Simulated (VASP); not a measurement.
Set up this calculation in VASP 6.6.1, as the native input.

```yaml
Task: single point
Functional: HSE06
Potentials_or_basis: VASP PAW PBE potentials, release 64 (Ti_sv)
Cutoff: 520 eV
k_mesh: 6 × 6 × 4
Occupations: fermi-dirac, width 0.05 eV
Spin: no spin polarisation
Dipole_correction: no
Grid_for_exact_exchange_PRECFOCK: Normal
Further_INCAR_settings: ALGO = Normal; EDIFF = 1e-06; NBANDS = 19
Share_of_exact_exchange: 0.25
Screening_parameter: 0.2079 1/Å
```

The system is Ti.

```xyz
2
Lattice="3.0079 0.0000 0.0000 -1.5039 2.6049 0.0000 0.0000 0.0000 4.7718" Properties=species:S:1:pos:R:3 pbc="T T T"
Ti    1.5039    0.8683    3.5788
Ti    0.0000    1.7366    1.1929
```

These files were run (other wordings do the same):

POSCAR

```
Ti
1.0
    3.0078578261      0.0000000000      0.0000000000
   -1.5039289131      2.6048812885      0.0000000000
    0.0000000000      0.0000000000      4.7717880089
Ti
2
Direct
    0.6666666667      0.3333333333      0.7500000000
    0.3333333333      0.6666666667      0.2500000000
```

INCAR.step1

```
SYSTEM = Ti
PREC = Accurate
ENCUT = 520
EDIFF = 1E-5
ISMEAR = -1
SIGMA = 0.05
LREAL = .False.
LASPH = .True.
NELM = 80
ALGO = Normal
ISIF = 2
LWAVE = .True.
LCHARG = .False.
NBANDS = 19
GGA = PE
```

INCAR.step2

```
SYSTEM = Ti
PREC = Accurate
ENCUT = 520
EDIFF = 1E-6
ISMEAR = -1
SIGMA = 0.05
LREAL = .False.
LASPH = .True.
NELM = 80
ALGO = Normal
ISIF = 2
LWAVE = .False.
LCHARG = .False.
GGA = PE
LHFCALC = .True.
HFSCREEN = 0.2079
PRECFOCK = Normal
NBANDS = 19
ISTART = 1
```

KPOINTS

```
regular mesh
0
Gamma
  6 6 4
  0 0 0
```

Potentials or basis: VASP PAW PBE potentials, release 64 (Ti_sv).

Run with:

```console
$ cat potpaw_PBE.64/Ti_sv/POTCAR > POTCAR
$ cp INCAR.step1 INCAR
$ mpirun -np 1 vasp_std > vasp.out
$ cp INCAR.step2 INCAR
$ mpirun -np 1 vasp_std > vasp.out
```

Results of the run:

```json
{
 "Pressure": "-9.4 GPa",
 "Band gap on the k mesh": "zero (bands 12 and 13 overlap by 1.81 eV)"
}
```

Caveat: the k points lie up to 0.40 Å⁻¹ apart, too coarse for converged energies and pressures of a metal; the PAW data sets were made with another functional, which shifts forces and pressure a little.

Wall time 2.2 h on 1 thread of Oxide Virtual Turin-like Processor (shared host), peak memory 0.24 GiB.
